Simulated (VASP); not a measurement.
SiC, 2 atoms in the cell. It takes space group R3m (No. 160, trigonal). Conventional cell: a = 3.042 Å, b = 3.042 Å, c = 7.861 Å, α = 90.00°, β = 90.00°, γ = 120.00°. Si (site symmetry 3m) has 4 C at 1.87 to 1.97 Å within 2.5 Å. C (site symmetry 3m) has 4 Si at 1.87 to 1.97 Å within 2.5 Å. 

```yaml
Program: VASP 6.6.1
Task: single point
Functional: PBE
Potentials_or_basis: VASP PAW PBE potentials, release 64 (Si, C)
Cutoff: 520 eV
k_mesh: 12 × 12 × 12
Occupations: gaussian, width 0.05 eV
Spin: no spin polarisation
Dipole_correction: no
Further_INCAR_settings: ALGO = Normal; EDIFF = 1e-07; NBANDS = 11
```

Potentials or basis: VASP PAW PBE potentials, release 64 (Si, C).

Command:

```console
$ cat potpaw_PBE.64/Si/POTCAR potpaw_PBE.64/C/POTCAR > POTCAR
$ mpirun -np 1 vasp_std > vasp.out
```

Hardware: 1 thread of Intel Xeon 6975P-C (shared host).

How long does it take, and how much memory?

It took 61 s on 1 thread of Intel Xeon 6975P-C (shared host), peak memory 0.17 GiB. Counts: scf iterations 14, k points 189.
